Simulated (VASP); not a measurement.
# HfN in VASP: single point with PBEsol

Aim: the single point of HfN with PBEsol.

Everything below comes from runs of VASP 6.6.1. Logs are shortened: lines on timing, memory, paths and dates and some standing lists are left out, and cuts for length are marked.

**1. The cell of the first run**

The typed cell holds 6 atoms: a = 3.183 Å, b = 3.183 Å, c = 7.796 Å, α = 90.00°, β = 90.00°, γ = 120.00°.

**2. Single point, PBEsol**

INCAR

```
SYSTEM = HfN
PREC = Accurate ; ENCUT = 520
EDIFF = 1E-7 ; ISMEAR = 0
SIGMA = 0.1 ; LREAL = .False.
LASPH = .True. ; NELM = 100
ALGO = Normal ; ISIF = 2
LWAVE = .False. ; LCHARG = .True.
GGA = PS ; LELF = .True.
LVHAR = .True. ; NBANDS = 32
```

KPOINTS

```
regular mesh
0
Gamma
  12 12 6
  0 0 0
```

POSCAR

```
HfN
1.0
    3.1831777528      0.0000000000      0.0000000000
   -1.5915888764      2.7567127987      0.0000000000
    0.0000000000      0.0000000000      7.7963544406
Hf N
3 3
Direct
    0.0000000000      0.0000000000      0.0000000000
    0.3333333333      0.6666666667      0.3333333333
    0.6666666667      0.3333333333      0.6666666667
    0.6666666667      0.3333333333      0.1666666667
    0.0000000000      0.0000000000      0.5000000000
    0.3333333333      0.6666666667      0.8333333333
```

Potentials or basis: VASP PAW PBE potentials, release 64 (Hf_pv, N).

Run with:

```bash
> cat potpaw_PBE.64/Hf_pv/POTCAR potpaw_PBE.64/N/POTCAR > POTCAR
> mpirun -np 1 vasp_std > vasp.out
```

OUTCAR:

```text
SYSTEM = HfN
   PREC = Accurate
   ENCUT = 520
   EDIFF = 1E-7
   ISMEAR = 0
   LREAL = .False.
   LASPH = .True.
   NELM = 100
   ISIF = 2
   GGA = PS

 ion  position               nearest neighbor table
   1  0.000  0.000  0.000-   4 2.25   6 2.25   4 2.25   6 2.25   4 2.25   6 2.25   2 3.18   3 3.18
                             2 3.18   3 3.18   3 3.18   2 3.18
   2  0.333  0.667  0.333-   4 2.25   4 2.25   5 2.25   4 2.25   5 2.25   5 2.25   1 3.18   1 3.18
                             1 3.18   3 3.18   3 3.18   3 3.18
   3  0.667  0.333  0.667-   6 2.25   6 2.25   5 2.25   6 2.25   5 2.25   5 2.25   1 3.18   1 3.18
                             1 3.18   2 3.18   2 3.18   2 3.18
   4  0.667  0.333  0.167-   2 2.25   2 2.25   1 2.25   2 2.25   1 2.25   1 2.25
   5  0.000  0.000  0.500-   2 2.25   3 2.25   3 2.25   2 2.25   3 2.25   2 2.25
   6  0.333  0.667  0.833-   3 2.25   3 2.25   1 2.25   3 2.25   1 2.25   1 2.25

  LATTYP: Found a hexagonal cell.
 ALAT       =     3.1831777528
 C/A-ratio  =     2.4492362809

  Lattice vectors:

 A1 = (   3.1831777528,   0.0000000000,   0.0000000000)
 A2 = (  -1.5915888764,   2.7567127987,   0.0000000000)
 A3 = (   0.0000000000,   0.0000000000,   7.7963544406)

Analysis of symmetry for initial positions (statically):
=====================================================================
 Subroutine PRICEL returns following result:

  LATTYP: Found a trigonal (rhomboedric) cell.
 ALAT       =     3.1829581699
 COS(alpha) =     0.4999310105

  Lattice vectors:

 A1 = (   1.5915888761,   0.9189042664,  -2.5987848141)
 A2 = (   0.0000000002,  -1.8378085326,  -2.5987848133)
 A3 = (  -1.5915888762,   0.9189042661,  -2.5987848133)

   3 primitive cells build up your supercell.

 Routine SETGRP: Setting up the symmetry group for a
 hexagonal supercell.

 Subroutine GETGRP returns: Found 12 space group operations
 (whereof 12 operations were pure point group operations)
 out of a pool of 24 trial point group operations.

The static configuration has the point symmetry D_3d.

Analysis of symmetry for dynamics (positions and initial velocities):
=====================================================================
 Subroutine PRICEL returns following result:

  LATTYP: Found a trigonal (rhomboedric) cell.
 ALAT       =     3.1829581699
 COS(alpha) =     0.4999310105

  Lattice vectors:

 A1 = (   1.5915888761,   0.9189042664,  -2.5987848141)
 A2 = (   0.0000000002,  -1.8378085326,  -2.5987848133)
 A3 = (  -1.5915888762,   0.9189042661,  -2.5987848133)

   3 primitive cells build up your supercell.

 Routine SETGRP: Setting up the symmetry group for a
 hexagonal supercell.

 Subroutine GETGRP returns: Found 12 space group operations
 (whereof 12 operations were pure point group operations)
 out of a pool of 24 trial point group operations.

The dynamic configuration has the point symmetry D_3d.

 Subroutine INISYM returns: Found 12 space group operations
 (whereof 12 operations are pure point group operations),
 and found     3 'primitive' translations

----------------------------------------------------------------------------------------

                                     Primitive cell

  volume of cell :      22.8046

  direct lattice vectors                    reciprocal lattice vectors
     1.591588876  0.918904266 -2.598784814     0.314151479  0.181375441 -0.128265077
     0.000000000 -1.837808533 -2.598784813    -0.000000000 -0.362750882 -0.128265077
    -1.591588876  0.918904266 -2.598784813    -0.314151479  0.181375441 -0.128265077

  length of vectors
     3.182958170  3.182958169  3.182958169     0.384759837  0.384759837  0.384759837

  position of ions in fractional coordinates (direct lattice)
     0.000000000  0.000000000  0.000000000
     0.500000000  0.500000000  0.500000000

  ion indices of the primitive-cell ions
   primitive index   ion index
                 1           1
                 2           4

----------------------------------------------------------------------------------------

 KPOINTS: regular mesh

Automatic generation of k-mesh.
 Grid dimensions read from file:
 generate k-points for:   12   12    6

 Generating k-lattice:

  Cartesian coordinates                     Fractional coordinates (reciprocal lattice)
     0.026179290  0.015114620  0.000000000     0.083333333  0.000000000  0.000000000
     0.000000000  0.030229240  0.000000000     0.000000000  0.083333333  0.000000000
     0.000000000  0.000000000  0.021377513     0.000000000  0.000000000  0.166666667

  Length of vectors
     0.030229240  0.030229240  0.021377513

  Shift w.r.t. Gamma in fractional coordinates (k-lattice)
     0.000000000  0.000000000  0.000000000

 Subroutine IBZKPT returns following result:
 ===========================================

 Found    100 irreducible k-points:

 Following reciprocal coordinates:
            Coordinates               Weight
  0.000000  0.000000  0.000000      1.000000
  0.083333  0.000000  0.000000      6.000000
  0.166667  0.000000  0.000000      6.000000
  0.250000  0.000000  0.000000      6.000000
  0.333333  0.000000  0.000000      6.000000
  0.416667  0.000000  0.000000      6.000000
[... 16 lines left out ...]
  0.166667  0.000000  0.166667      6.000000
  0.000000  0.166667  0.166667      6.000000
 [... further k-points ...]
   k-points           NKPTS =    100   k-points in BZ     NKDIM =    100   number of bands    NBANDS=     32
   number of dos      NEDOS =    301   number of ions     NIONS =      6
   total plane-waves  NPLWV =  34560
   dimension x,y,z NGX =    24 NGY =   24 NGZ =   60
   dimension x,y,z NGXF=    48 NGYF=   48 NGZF=  120
   ions per type =               3   3
   NGX,Y,Z   is equivalent  to a cutoff of  12.53, 12.53, 12.79 a.u.
   NGXF,Y,Z  is equivalent  to a cutoff of  25.07, 25.07, 25.59 a.u.
 SYSTEM =  HfN
   PREC   = accura    normal or accurate (medium, high low for compatibility)
   ISTART =      0    job   : 0-new  1-cont  2-samecut
   ICHARG =      2    charge: 1-file 2-atom 10-const
   ISPIN  =      1    spin polarized calculation?
   LNONCOLLINEAR =      F non collinear calculations
   LSORBIT =      F    spin-orbit coupling
   LASPH  =      T    aspherical Exc in radial PAW
   ENCUT  =  520.0 eV  38.22 Ry    6.18 a.u.   5.92  5.92 14.50*2*pi/ulx,y,z
   NELM   =    100;   NELMIN=  2; NELMDL= -5     # of ELM steps
   EDIFF  = 0.1E-06   stopping-criterion for ELM
   LREAL  =      F    real-space projection
   EDIFFG = 0.1E-05   stopping-criterion for IOM
   NSW    =      0    number of steps for IOM
   IBRION =     -1    ionic relax: 0-MD 1-quasi-New 2-CG
   NFREE  =      0    steps in history (QN), initial steepest desc. (CG)
   ISIF   =      2    stress and relaxation
   ISYM   =      2    0-nonsym 1-usesym 2-fastsym
   POTIM  = 0.5000    time-step for ionic-motion
   TEBEG  =    0.0;   TEEND  =   0.0 temperature during run
   PSTRESS=    0.0 pullay stress
   NELECT =      45.0000    total number of electrons
   NUPDOWN=      -1.0000    fix difference up-down
   EMIN   =  10.00;   EMAX   =-10.00  energy-range for DOS
   EFERMI =   0.00;   METHOD = LEGACY
   ISMEAR =     0;   SIGMA  =   0.10  broadening in eV -4-tet -1-fermi 0-gaus
   EFERMI_NEDOS =   21; number of points for ismear=-14 and -15
   IALGO  =     38    algorithm
   IMIX   =      4    mixing-type and parameters
     AMIX     =   0.40;   BMIX     =  1.00
     AMIX_MAG =   1.60;   BMIX_MAG =  1.00
  volume/ion in A,a.u.               =      11.40        76.95
  Fermi-wavevector in a.u.,A,eV,Ry     =   1.423741  2.690480 27.579534  2.027039
  Thomas-Fermi vector in A             =   2.544306
   LORBIT       =      0    0 simple, 1 ext, 2 COOP (PROOUT), +10 PAW based schemes
   GGA     = PS    functional components
   LHFCALC =     F    Hartree Fock is set to
   AEXX    =    0.0000 exact exchange contribution
   IVDW    =     0    specifies the selected vdW correction
   LEPSILON=     F    determine dielectric tensor
   LRPA    =     F    only Hartree local field effects (RPA)
 non-spin polarized calculation
 Gauss-broadening in eV      SIGMA  =   0.10
  energy-cutoff  :      520.00
  volume of cell :       68.41
 maximum number of plane-waves:      1864
   NGX = 11   NGY = 11   NGZ = 29

 number of electron      45.0000010 magnetization

 Free energy of the ion-electron system (eV)
  ---------------------------------------------------
  ext. energy  EPLUGINS =         0.00000000
  ---------------------------------------------------
  free energy    TOTEN  =       -68.98542920 eV

  energy without entropy =      -68.97574194  energy(sigma->0) =      -68.98058557

 E-fermi :   8.2746     XC(G=0): -12.9513

 val. band max:        8.2573851782   @ k =   0.1667   0.1667   0.1667
 cond. band min:       8.2993595841   @ k =  -0.0833   0.2500   0.1667
 fundamental gap:      0.0419744059
 Fermi energy:         8.2746199546

 k-point     1 :       0.0000    0.0000    0.0000
  band No.  band energies     occupation
      1     -23.4972      2.00000
      2     -23.4972      2.00000
      3     -22.7886      2.00000
      4     -22.7886      2.00000
      5     -22.7886      2.00000
      6     -22.7886      2.00000
[... 24 lines left out ...]
     31      10.6859      0.00000
     32      10.6859      0.00000

 k-point     2 :       0.0833    0.0000    0.0000
  band No.  band energies     occupation
      1     -23.4853      2.00000
      2     -23.4845      2.00000
      3     -22.8535      2.00000
      4     -22.8230      2.00000
      5     -22.8076      2.00000
      6     -22.7831      2.00000
[... 24 lines left out ...]
     31      11.0589      0.00000
     32      11.3357      0.00000

 k-point     3 :       0.1667    0.0000    0.0000
  band No.  band energies     occupation
      1     -23.4593      2.00000
      2     -23.4542      2.00000
      3     -22.9804      2.00000
      4     -22.9505      2.00000
      5     -22.8924      2.00000
      6     -22.8756      2.00000
[... 24 lines left out ...]
     31      11.9719      0.00000
     32      12.0759      0.00000

 k-point     4 :       0.2500    0.0000    0.0000
  band No.  band energies     occupation
      1     -23.4462      2.00000
      2     -23.4441      2.00000
      3     -23.1707      2.00000
      4     -23.0973      2.00000
      5     -22.9910      2.00000
      6     -22.9361      2.00000
[... 24 lines left out ...]
     31      12.6947      0.00000
     32      12.7624      0.00000

 k-point     5 :       0.3333    0.0000    0.0000
  band No.  band energies     occupation
      1     -23.5107      2.00000
      2     -23.4767      2.00000
      3     -23.3839      2.00000
      4     -23.1083      2.00000
      5     -23.0440      2.00000
      6     -22.9917      2.00000
[... 584 lines left out ...]
     31      11.6473      0.00000
     32      11.8007      0.00000

 k-point    22 :       0.0000    0.0833    0.1667
  band No.  band energies     occupation
      1     -23.6024      2.00000
      2     -23.3361      2.00000
      3     -22.8619      2.00000
      4     -22.8162      2.00000
      5     -22.8111      2.00000
      6     -22.7955      2.00000
[... 24 lines left out ...]
     31      11.0570      0.00000
     32      11.1437      0.00000

 k-point    23 :       0.1667    0.0000    0.1667
  band No.  band energies     occupation
      1     -23.5544      2.00000
      2     -23.3460      2.00000
      3     -22.9474      2.00000
      4     -22.9360      2.00000
      5     -22.9250      2.00000
      6     -22.8772      2.00000
[... 24 lines left out ...]
     31      11.9697      0.00000
     32      12.2185      0.00000

 k-point    24 :       0.0000    0.1667    0.1667
  band No.  band energies     occupation
      1     -23.5456      2.00000
      2     -23.3373      2.00000
      3     -22.9958      2.00000
      4     -22.9937      2.00000
      5     -22.8657      2.00000
      6     -22.8626      2.00000
[... 24 lines left out ...]
     31      11.8623      0.00000
     32      12.1054      0.00000

 [... further k-points ...]
[... 5 lines left out ...]
  --------------------------------------------------------------------------------------
  -------------------------------------------------------------------------------------
  Total       -0.9330953     -0.9330953     -0.9388810      0.0000000     -0.0000000     -0.0000000
  in kB      -21.8520704    -21.8520704    -21.9875647      0.0000000     -0.0000000     -0.0000000
  external PRESSURE =     -21.8972352 kB  Pullay stress =       0.0000000 kB

 VOLUME and BASIS-vectors are now :
 -----------------------------------------------------------------------------
  energy-cutoff  :      520.00
  volume of cell :       68.41
      direct lattice vectors                 reciprocal lattice vectors
     3.183177753  0.000000000  0.000000000     0.314151479  0.181375441  0.000000000
    -1.591588876  2.756712799  0.000000000     0.000000000  0.362750882  0.000000000
     0.000000000  0.000000000  7.796354441     0.000000000  0.000000000  0.128265077

 POSITION                                       TOTAL-FORCE (eV/Angst)
 -----------------------------------------------------------------------------------
      0.00000      0.00000      0.00000        -0.000000     -0.000000      0.000000
     -0.00000      1.83781      2.59878        -0.000000      0.000000     -0.000000
      1.59159      0.91890      5.19757        -0.000000     -0.000000      0.000000
      1.59159      0.91890      1.29939        -0.000000     -0.000000      0.000000
      0.00000      0.00000      3.89818         0.000000     -0.000000      0.000000
     -0.00000      1.83781      6.49696        -0.000000      0.000000      0.000000
 -----------------------------------------------------------------------------------
    total drift:                               -0.000000      0.000000     -0.000000

  FREE ENERGIE OF THE ION-ELECTRON SYSTEM (eV)
  ---------------------------------------------------
  free  energy   TOTEN  =       -68.9854291956 eV

  energy  without entropy=      -68.9757419401  energy(sigma->0) =      -68.98058557
```

It took 5.2 min on 1 thread of Intel Xeon 8259CL, shared host; peak memory 0.3 GiB.

What came out:

```yaml
Free_energy: -68.9854 eV
Pressure: -2.2 GPa
Band_gap_on_the_k_mesh: zero (an odd number of electrons rules out a gap without spin polarisation)
```

Caveat: the PAW data sets were made with another functional, which shifts forces and pressure a little; spin-orbit coupling is left out, which moves the levels of the heavy elements.

The gap in the log of VASP goes by the Fermi energy; the results here count the filled bands.